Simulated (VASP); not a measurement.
# Cu in VASP: notebook, part 2 of 2

VASP 6.6.1. Earlier steps stand in the parts before.

## Step 3: Single point, PBEsol

The input, INCAR:

```
SYSTEM = Cu
  ALGO = Normal
  DIPOL = 0.5 0.5 0.500
  EDIFF = 1E-6
  ENCUT = 520
  GGA = PS
  IDIPOL = 3
  ISIF = 2
  ISMEAR = -1
  LASPH = .True.
  LCHARG = .True.
  LDIPOL = .True.
  LELF = .True.
  LREAL = .False.
  LVACPOTAV = .True.
  LVHAR = .True.
  LWAVE = .False.
  NBANDS = 48
  NELM = 80
  PREC = Accurate
  SIGMA = 0.1
```

The input, KPOINTS:

```
k-points
0
Gamma
  18 18 1
  0 0 0
```

The input, POSCAR:

```
Cu
1.0
    2.5198192011      0.0000000000      0.0000000000
   -1.2599096006      2.1822274411      0.0000000000
    0.0000000000      0.0000000000     28.3445000000
Cu
7
Direct
    0.0000000000      0.0000000000      0.2833270364
    0.3333333333      0.6666666667      0.3551898818
    0.6666666667      0.3333333333      0.4274882412
    0.0000000000      0.0000000000      0.4999999859
    0.3333333333      0.6666666667      0.5725117428
    0.6666666667      0.3333333333      0.6448101232
    0.0000000000      0.0000000000      0.7166729885
```

Potentials or basis: VASP PAW PBE potentials, release 64 (Cu).

Launch:

```
$ cat potpaw_PBE.64/Cu/POTCAR > POTCAR
$ mpirun -np 1 vasp_std > vasp.out
```

OUTCAR:

```text
SYSTEM = Cu
   EDIFF = 1E-6
   ENCUT = 520
   GGA = PS
   ISIF = 2
   ISMEAR = -1
   LASPH = .True.
   LREAL = .False.
   NELM = 80
   PREC = Accurate

 ion  position               nearest neighbor table
   1  0.000  0.000  0.283-   2 2.50   2 2.50   2 2.50
   2  0.333  0.667  0.355-   1 2.50   1 2.50   1 2.50   3 2.51   3 2.51   3 2.51
   3  0.667  0.333  0.427-   2 2.51   2 2.51   2 2.51   4 2.52   4 2.52   4 2.52
   4  0.000  0.000  0.500-   3 2.52   3 2.52   3 2.52   5 2.52   5 2.52   5 2.52
   5  0.333  0.667  0.573-   6 2.51   6 2.51   6 2.51   4 2.52   4 2.52   4 2.52
   6  0.667  0.333  0.645-   7 2.50   7 2.50   7 2.50   5 2.51   5 2.51   5 2.51
   7  0.000  0.000  0.717-   6 2.50   6 2.50   6 2.50

  LATTYP: Found a hexagonal cell.
 ALAT       =     2.5198192011
 C/A-ratio  =    11.2486244996

  Lattice vectors:

 A1 = (   2.5198192011,   0.0000000000,   0.0000000000)
 A2 = (  -1.2599096006,   2.1822274411,   0.0000000000)
 A3 = (   0.0000000000,   0.0000000000,  28.3445000000)

Analysis of symmetry for initial positions (statically):
=====================================================================
 Subroutine PRICEL returns:
 Original cell was already a primitive cell.

 Routine SETGRP: Setting up the symmetry group for a
 hexagonal supercell.

 Subroutine GETGRP returns: Found 12 space group operations
 (whereof 12 operations were pure point group operations)
 out of a pool of 24 trial point group operations.

The static configuration has the point symmetry D_3d.

Analysis of symmetry for dynamics (positions and initial velocities):
=====================================================================
 Subroutine PRICEL returns:
 Original cell was already a primitive cell.

 Routine SETGRP: Setting up the symmetry group for a
 hexagonal supercell.

 Subroutine GETGRP returns: Found 12 space group operations
 (whereof 12 operations were pure point group operations)
 out of a pool of 24 trial point group operations.

The dynamic configuration has the point symmetry D_3d.

 Subroutine INISYM returns: Found 12 space group operations
 (whereof 12 operations are pure point group operations),
 and found     1 'primitive' translations

----------------------------------------------------------------------------------------

                                     Primitive cell

  volume of cell :     155.8613

  direct lattice vectors                    reciprocal lattice vectors
     2.519819201  0.000000000  0.000000000     0.396853869  0.229123688  0.000000000
    -1.259909601  2.182227441  0.000000000     0.000000000  0.458247377  0.000000000
     0.000000000  0.000000000 28.344500000     0.000000000  0.000000000  0.035280213

  length of vectors
     2.519819201  2.519819201 28.344500000     0.458247377  0.458247377  0.035280213

  position of ions in fractional coordinates (direct lattice)
     0.000000000  0.000000000  0.283327036
     0.333333333  0.666666667  0.355189882
     0.666666667  0.333333333  0.427488241
     0.000000000  0.000000000  0.499999986
     0.333333333  0.666666667  0.572511743
     0.666666667  0.333333333  0.644810123
     0.000000000  0.000000000  0.716672989

  ion indices of the primitive-cell ions
[... 37 lines left out ...]
  0.000000  0.000000  0.000000      1.000000
  0.055556 -0.000000  0.000000      6.000000
  0.111111 -0.000000  0.000000      6.000000
  0.166667  0.000000  0.000000      6.000000
  0.222222  0.000000  0.000000      6.000000
  0.277778 -0.000000  0.000000      6.000000
[... 16 lines left out ...]
  0.333333  0.111111  0.000000     12.000000
  0.388889  0.111111  0.000000     12.000000
 [... further k-points ...]
   k-points           NKPTS =     37   k-points in BZ     NKDIM =     37   number of bands    NBANDS=     48
   number of dos      NEDOS =    301   number of ions     NIONS =      7
   total plane-waves  NPLWV =  86400
   dimension x,y,z NGX =    20 NGY =   20 NGZ =  216
   dimension x,y,z NGXF=    40 NGYF=   40 NGZF=  432
   ions per type =               7
   NGX,Y,Z   is equivalent  to a cutoff of  13.20, 13.20, 12.67 a.u.
   NGXF,Y,Z  is equivalent  to a cutoff of  26.39, 26.39, 25.34 a.u.
 SYSTEM =  Cu
   PREC   = accura    normal or accurate (medium, high low for compatibility)
   ISTART =      0    job   : 0-new  1-cont  2-samecut
   ICHARG =      2    charge: 1-file 2-atom 10-const
   ISPIN  =      1    spin polarized calculation?
   LNONCOLLINEAR =      F non collinear calculations
   LSORBIT =      F    spin-orbit coupling
   LASPH  =      T    aspherical Exc in radial PAW
   ENCUT  =  520.0 eV  38.22 Ry    6.18 a.u.   4.69  4.69 52.70*2*pi/ulx,y,z
   NELM   =     80;   NELMIN=  2; NELMDL= -5     # of ELM steps
   EDIFF  = 0.1E-05   stopping-criterion for ELM
   LREAL  =      F    real-space projection
   EDIFFG = 0.1E-04   stopping-criterion for IOM
   NSW    =      0    number of steps for IOM
   IBRION =     -1    ionic relax: 0-MD 1-quasi-New 2-CG
   NFREE  =      0    steps in history (QN), initial steepest desc. (CG)
   ISIF   =      2    stress and relaxation
   ISYM   =      2    0-nonsym 1-usesym 2-fastsym
   POTIM  = 0.5000    time-step for ionic-motion
   TEBEG  =    0.0;   TEEND  =   0.0 temperature during run
   PSTRESS=    0.0 pullay stress
   NELECT =      77.0000    total number of electrons
   NUPDOWN=      -1.0000    fix difference up-down
   EMIN   =  10.00;   EMAX   =-10.00  energy-range for DOS
   EFERMI =   0.00;   METHOD = LEGACY
   ISMEAR =    -1;   SIGMA  =   0.10  broadening in eV -4-tet -1-fermi 0-gaus
   EFERMI_NEDOS =   21; number of points for ismear=-14 and -15
   IALGO  =     38    algorithm
   IMIX   =      4    mixing-type and parameters
     AMIX     =   0.40;   BMIX     =  1.00
     AMIX_MAG =   1.60;   BMIX_MAG =  1.00
  volume/ion in A,a.u.               =      22.27       150.26
  Fermi-wavevector in a.u.,A,eV,Ry     =   1.294173  2.445632 22.788178  1.674884
  Thomas-Fermi vector in A             =   2.425772
   LORBIT       =      0    0 simple, 1 ext, 2 COOP (PROOUT), +10 PAW based schemes
   GGA     = PS    functional components
   LHFCALC =     F    Hartree Fock is set to
   AEXX    =    0.0000 exact exchange contribution
   IVDW    =     0    specifies the selected vdW correction
   LEPSILON=     F    determine dielectric tensor
   LRPA    =     F    only Hartree local field effects (RPA)
 non-spin polarized calculation
  energy-cutoff  :      520.00
  volume of cell :      155.86
 maximum number of plane-waves:      4233
 NGX is ok and might be reduce to    20
   NGX =  9   NGY =  9   NGZ =105

 dipolmoment           0.000000      0.000000     -0.000000 electrons x Angstroem

 number of electron      76.9999986 magnetization

 dipolmoment           0.000000      0.000000      0.000000 electrons x Angstroem

 Free energy of the ion-electron system (eV)
  ---------------------------------------------------
  ext. energy  EPLUGINS =         0.00000000
  ---------------------------------------------------
  free energy    TOTEN  =       -29.08796240 eV

  energy without entropy =      -29.01049690  energy(sigma->0) =      -29.04922965

 E-fermi :   1.6532     XC(G=0):  -7.3224

 val. band max:        1.6469024090   @ k =   0.4444   0.0556   0.0000
 cond. band min:       1.6639756843   @ k =   0.2778   0.1667   0.0000
 fundamental gap:      0.0170732753
 Fermi energy:         1.6531589231

 k-point     1 :       0.0000    0.0000    0.0000
  band No.  band energies     occupation
      1      -7.9283      2.00000
      2      -7.4348      2.00000
      3      -6.6315      2.00000
      4      -5.6065      2.00000
      5      -4.5857      2.00000
      6      -3.9175      2.00000
[... 1213 lines left out ...]
     47       8.9203      0.00000
     48       9.8887      0.00000

 [... further k-points ...]
[... 5 lines left out ...]
  --------------------------------------------------------------------------------------
  -------------------------------------------------------------------------------------
  Total       -0.8321362     -0.8321362      0.2648077      0.0000000      0.0000000      0.0000000
  in kB       -8.5539514     -8.5539514      2.7220932      0.0000000      0.0000000      0.0000000
  external PRESSURE =      -4.7952699 kB  Pullay stress =       0.0000000 kB

 VOLUME and BASIS-vectors are now :
 -----------------------------------------------------------------------------
  energy-cutoff  :      520.00
  volume of cell :      155.86
      direct lattice vectors                 reciprocal lattice vectors
     2.519819201  0.000000000  0.000000000     0.396853869  0.229123688  0.000000000
    -1.259909601  2.182227441  0.000000000     0.000000000  0.458247377  0.000000000
     0.000000000  0.000000000 28.344500000     0.000000000  0.000000000  0.035280213

 POSITION                                       TOTAL-FORCE (eV/Angst)
 -----------------------------------------------------------------------------------
      0.00000      0.00000      8.03076         0.000000     -0.000000     -0.026789
     -0.00000      1.45482     10.06768         0.000000     -0.000000      0.000634
      1.25991      0.72741     12.11694        -0.000000     -0.000000      0.000619
      0.00000      0.00000     14.17225         0.000000      0.000000     -0.000000
     -0.00000      1.45482     16.22756        -0.000000      0.000000     -0.000619
      1.25991      0.72741     18.27682        -0.000000      0.000000     -0.000634
      0.00000      0.00000     20.31374        -0.000000      0.000000      0.026789
 -----------------------------------------------------------------------------------
    total drift:                               -0.000000      0.000000      0.000016

  FREE ENERGIE OF THE ION-ELECTRON SYSTEM (eV)
  ---------------------------------------------------
  free  energy   TOTEN  =       -29.0879623952 eV

  energy  without entropy=      -29.0104968964  energy(sigma->0) =      -29.04922965

 vacuum level on the upper side and lower side of the slab         6.582         6.582
```

Run time: 4.7 min. Hardware: 1 thread of Intel Xeon 6975P-C (Granite Rapids), shared host; peak memory 0.39 GiB.

What came out:

* Free energy: -29.0880 eV
* Largest force: 0.027 eV/Å
* Band gap on the k mesh: zero (an odd number of electrons rules out a gap without spin polarisation)

Forces in eV/Å, atoms in the order of the input:
```
Cu   0.000  0.000 -0.027
Cu   0.000  0.000  0.001
Cu   0.000  0.000  0.001
Cu   0.000  0.000  0.000
Cu   0.000  0.000 -0.001
Cu   0.000  0.000 -0.001
Cu   0.000  0.000  0.027
```

Levels at points of the mesh, in eV from the Fermi level:
```
           k point  band 37  band 38  band 39  band 40  band 41  band 42
(0.00, 0.00, 0.00)    -1.86    -1.69    -1.69    -1.65    -1.65    -0.83
(0.50, 0.00, 0.00)     0.03     0.63     1.03     1.27     1.47     1.50
```

Caveat: the PAW data sets were made with another functional, which shifts forces and pressure a little.
